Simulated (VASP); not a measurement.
Set up this calculation in VASP 6.6.1, as the native input.

```yaml
Task: single point
Functional: PBE
Potentials_or_basis: VASP PAW PBE potentials, release 64 (Ga_d, As)
Cutoff: 520 eV
k_mesh: 4 × 4 × 4
Occupations: gaussian, width 0.01 eV
Spin: no spin polarisation
Dipole_correction: no
Further_INCAR_settings: ALGO = Normal; EDIFF = 1e-07; NBANDS = 16
```

The structure of GaAs lies in POSCAR:

```
GaAs
1.0
    0.0000000000      2.8047542445      2.8573279734
    2.8047542445      0.0000000000      2.8573279734
    2.8047542445      2.8047542445      0.0000000000
Ga As
1 1
Direct
    0.0000000000      0.0000000000      0.0000000000
    0.2500000000      0.2500000000      0.2500000000
```

This cell differs from its parent crystal: epitaxial xy strain -1.0%.

One way to write it, as run:

INCAR

```
PREC = Accurate
ENCUT = 520
EDIFF = 1E-7
ISMEAR = 0
SIGMA = 0.01
LREAL = F
LASPH = T
NELM = 100
ALGO = Normal
ISIF = 2
LWAVE = F
LCHARG = T
GGA = PE
LELF = T
LVHAR = T
NBANDS = 16
```

KPOINTS

```
Automatic mesh
0
Gamma
  4 4 4
```

Potentials or basis: VASP PAW PBE potentials, release 64 (Ga_d, As).

Run with:

```bash
$ cat potpaw_PBE.64/Ga_d/POTCAR potpaw_PBE.64/As/POTCAR > POTCAR
$ mpirun -np 1 vasp_std > vasp.out
```

It gave:

The pressure is 4.1 GPa and the band gap on the k mesh is 0.51 eV.

Caveat: the k points lie up to 0.48 Å⁻¹ apart; the cell differs from its parent crystal (epitaxial xy strain -1.0%).

Run time: 12 s on 1 thread of Intel(R) Xeon(R) 6975P-C (Granite Rapids), with other jobs on the host, peak memory 0.16 GiB.
